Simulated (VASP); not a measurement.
# MoN2 (P4bm) in VASP: single point with PBE

Aim: the single point of MoN2 with PBE.

Program: VASP 6.6.1. These are calculated values, not measurements. Logs are shortened: lines on timing, memory, paths and dates and some standing lists are left out, and cuts for length are marked.

**1. The cell of the first run**

The structure is tetragonal, space group P4bm (No. 100). The conventional cell has a = 4.333 Å, b = 4.333 Å, c = 2.752 Å, α = 90.00°, β = 90.00°, γ = 90.00°. Mo (site symmetry 4) has 8 N at 2.19 to 2.26 Å and 2 Mo at 2.75 Å within 2.9 Å. Within 1.8 Å of N (site symmetry m) lie 1 N at 1.37 Å.

**2. Single point, PBE (all N atoms moved +0.062 Å, as atom 3 along Cartesian [0 0 1])**

Input file INCAR:

```
SYSTEM = MoN2
PREC = Accurate ; ENCUT = 520
EDIFF = 1E-6 ; ISMEAR = 0
SIGMA = 0.15 ; LREAL = .FALSE.
LASPH = .TRUE. ; NELM = 60
ALGO = Normal ; ISIF = 2
LWAVE = .FALSE. ; LCHARG = .FALSE.
GGA = PE ; NBANDS = 33
```

Input file KPOINTS:

```
regular mesh
0
G
  12 12 18
  0 0 0
```

Input file POSCAR:

```
MoN2
1.0
    4.3330619473      0.0000000000      0.0000000000
    0.0000000000      4.3330619473      0.0000000000
    0.0000000000      0.0000000000      2.7518917152
Mo N
2 4
Direct
    0.5000000000      0.5000000000      0.0000000000
    0.0000000000      0.0000000000      0.0000000000
    0.8879039728      0.3879039728      0.5227116495
    0.1120960272      0.6120960272      0.5227116495
    0.3879039728      0.1120960272      0.5227116495
    0.6120960272      0.8879039728      0.5227116495
```

Potentials or basis: VASP PAW PBE potentials, release 64 (Mo_sv, N).

Run with:

```console
$ cat potpaw_PBE.64/Mo_sv/POTCAR potpaw_PBE.64/N/POTCAR > POTCAR
$ mpirun -np 1 vasp_std > vasp.out
```

OUTCAR:

```text
SYSTEM = MoN2
   PREC = Accurate
   ENCUT = 520
   EDIFF = 1E-6
   ISMEAR = 0
   LREAL = .FALSE.
   LASPH = .TRUE.
   NELM = 60
   ISIF = 2
   GGA = PE

 ion  position               nearest neighbor table
   1  0.500  0.500  0.000-   3 2.19   4 2.19   5 2.19   6 2.19   3 2.26   4 2.26   5 2.26   6 2.26
                             2 3.06   2 3.06   2 3.06   2 3.06
   2  0.000  0.000  0.000-   3 2.19   4 2.19   5 2.19   6 2.19   3 2.26   4 2.26   5 2.26   6 2.26
                             1 3.06   1 3.06   1 3.06   1 3.06
   3  0.888  0.388  0.523-   4 1.37   2 2.19   1 2.19   1 2.26   2 2.26
   4  0.112  0.612  0.523-   3 1.37   2 2.19   1 2.19   1 2.26   2 2.26
   5  0.388  0.112  0.523-   6 1.37   2 2.19   1 2.19   1 2.26   2 2.26
   6  0.612  0.888  0.523-   5 1.37   2 2.19   1 2.19   1 2.26   2 2.26

  LATTYP: Found a simple tetragonal cell.
 ALAT       =     4.3330619473
 C/A-ratio  =     0.6350917085

  Lattice vectors:

 A1 = (   4.3330619473,   0.0000000000,   0.0000000000)
 A2 = (   0.0000000000,   4.3330619473,   0.0000000000)
 A3 = (   0.0000000000,   0.0000000000,   2.7518917152)

Analysis of symmetry for initial positions (statically):
=====================================================================
 Subroutine PRICEL returns:
 Original cell was already a primitive cell.

 Routine SETGRP: Setting up the symmetry group for a
 simple tetragonal supercell.

 Subroutine GETGRP returns: Found  8 space group operations
 (whereof  4 operations were pure point group operations)
 out of a pool of 16 trial point group operations.

The static configuration has the point symmetry     .
 The point group associated with its full space group is C_4v.

Analysis of symmetry for dynamics (positions and initial velocities):
=====================================================================
 Subroutine PRICEL returns:
 Original cell was already a primitive cell.

 Routine SETGRP: Setting up the symmetry group for a
 simple tetragonal supercell.

 Subroutine GETGRP returns: Found  8 space group operations
 (whereof  4 operations were pure point group operations)
 out of a pool of 16 trial point group operations.

The dynamic configuration has the point symmetry C_4v.
 The point group associated with its full space group is C_4v.

 Subroutine INISYM returns: Found  8 space group operations
 (whereof  4 operations are pure point group operations),
 and found     1 'primitive' translations

[... 98 lines left out ...]
   LSORBIT =      F    spin-orbit coupling
   LASPH  =      T    aspherical Exc in radial PAW
   ENCUT  =  520.0 eV  38.22 Ry    6.18 a.u.   8.06  8.06  5.12*2*pi/ulx,y,z
   NELM   =     60;   NELMIN=  2; NELMDL= -5     # of ELM steps
   EDIFF  = 0.1E-05   stopping-criterion for ELM
   LREAL  =      F    real-space projection
   EDIFFG = 0.1E-04   stopping-criterion for IOM
   NSW    =      0    number of steps for IOM
   IBRION =     -1    ionic relax: 0-MD 1-quasi-New 2-CG
   NFREE  =      0    steps in history (QN), initial steepest desc. (CG)
   ISIF   =      2    stress and relaxation
   ISYM   =      2    0-nonsym 1-usesym 2-fastsym
   POTIM  = 0.5000    time-step for ionic-motion
   TEBEG  =    0.0;   TEEND  =   0.0 temperature during run
   PSTRESS=    0.0 pullay stress
   NELECT =      48.0000    total number of electrons
   NUPDOWN=      -1.0000    fix difference up-down
   EMIN   =  10.00;   EMAX   =-10.00  energy-range for DOS
   EFERMI =   0.00;   METHOD = LEGACY
   ISMEAR =     0;   SIGMA  =   0.15  broadening in eV -4-tet -1-fermi 0-gaus
   EFERMI_NEDOS =   21; number of points for ismear=-14 and -15
   IALGO  =     38    algorithm
   IMIX   =      4    mixing-type and parameters
     AMIX     =   0.40;   BMIX     =  1.00
     AMIX_MAG =   1.60;   BMIX_MAG =  1.00
  volume/ion in A,a.u.               =       8.61        58.11
  Fermi-wavevector in a.u.,A,eV,Ry     =   1.597404  3.018657 34.717995  2.551701
  Thomas-Fermi vector in A             =   2.695016
   LORBIT       =      0    0 simple, 1 ext, 2 COOP (PROOUT), +10 PAW based schemes
   GGA     = PE    functional components
   LHFCALC =     F    Hartree Fock is set to
   AEXX    =    0.0000 exact exchange contribution
   IVDW    =     0    specifies the selected vdW correction
   LEPSILON=     F    determine dielectric tensor
   LRPA    =     F    only Hartree local field effects (RPA)
 non-spin polarized calculation
 Gauss-broadening in eV      SIGMA  =   0.15
  energy-cutoff  :      520.00
  volume of cell :       51.67
 maximum number of plane-waves:      1432
   NGX = 17   NGY = 17   NGZ = 11

 number of electron      47.9999998 magnetization

 Free energy of the ion-electron system (eV)
  ---------------------------------------------------
  ext. energy  EPLUGINS =         0.00000000
  ---------------------------------------------------
  free energy    TOTEN  =       -54.71448503 eV

  energy without entropy =      -54.69358411  energy(sigma->0) =      -54.70403457

 E-fermi :  12.2629     XC(G=0): -13.7319

 val. band max:       12.2615566949   @ k =   0.4167   0.2500   0.2222
 cond. band min:      12.2643820570   @ k =   0.3333   0.0833   0.3889
 fundamental gap:      0.0028253621
 Fermi energy:        12.2629342160

 k-point     1 :       0.0000    0.0000    0.0000
  band No.  band energies     occupation
      1     -49.7885      2.00000
      2     -49.7265      2.00000
      3     -23.9877      2.00000
      4     -23.9877      2.00000
      5     -23.6421      2.00000
      6     -23.6421      2.00000
[... 853 lines left out ...]
     32      15.9263      0.00000
     33      19.5765      0.00000

 [... further k-points ...]
[... 5 lines left out ...]
  --------------------------------------------------------------------------------------
  -------------------------------------------------------------------------------------
  Total        0.3757814      0.3757814      0.4568554      0.0000000      0.0000000      0.0000000
  in kB       11.6526505     11.6526505     14.1666848      0.0000000      0.0000000      0.0000000
  external PRESSURE =      12.4906619 kB  Pullay stress =       0.0000000 kB

 VOLUME and BASIS-vectors are now :
 -----------------------------------------------------------------------------
  energy-cutoff  :      520.00
  volume of cell :       51.67
      direct lattice vectors                 reciprocal lattice vectors
     4.333061947  0.000000000  0.000000000     0.230783684  0.000000000  0.000000000
     0.000000000  4.333061947  0.000000000     0.000000000  0.230783684  0.000000000
     0.000000000  0.000000000  2.751891715     0.000000000  0.000000000  0.363386391

 POSITION                                       TOTAL-FORCE (eV/Angst)
 -----------------------------------------------------------------------------------
      2.16653      2.16653      0.00000         0.000000      0.000000      0.255863
      0.00000      0.00000      0.00000         0.000000      0.000000      0.255863
      3.84734      1.68081      1.43845        -0.046358     -0.046358     -0.127931
      0.48572      2.65225      1.43845         0.046358      0.046358     -0.127931
      1.68081      0.48572      1.43845        -0.046358      0.046358     -0.127931
      2.65225      3.84734      1.43845         0.046358     -0.046358     -0.127931
 -----------------------------------------------------------------------------------
    total drift:                                0.000000     -0.000000      0.000293

  FREE ENERGIE OF THE ION-ELECTRON SYSTEM (eV)
  ---------------------------------------------------
  free  energy   TOTEN  =       -54.7144850294 eV

  energy  without entropy=      -54.6935841117  energy(sigma->0) =      -54.70403457
```

Run time: 2.3 min. Hardware: 1 thread of Intel Xeon 6975P-C (Granite Rapids), shared host; peak memory 0.44 GiB.

Results:

| Item | Value |
| --- | --- |
| Free energy | -54.7145 eV |
| Pressure | 1.2 GPa |
| Largest force | 0.256 eV/Å |
| Band gap on the k mesh | zero (band 24 reaches 13.95 eV, above the bottom of band 25 at 11.64 eV) |

Forces on the atoms (eV/Å):
```
Mo   0.000  0.000  0.256
Mo   0.000  0.000  0.256
N   -0.046 -0.046 -0.128
N    0.046  0.046 -0.128
N   -0.046  0.046 -0.128
N    0.046 -0.046 -0.128
```

Stress tensor (GPa, compression positive):
```
1.17 0.00 0.00
0.00 1.17 0.00
0.00 0.00 1.42
```

Caveat: the cell differs from its parent crystal (all N atoms moved +0.062 Å, as atom 3 along Cartesian [0 0 1]).
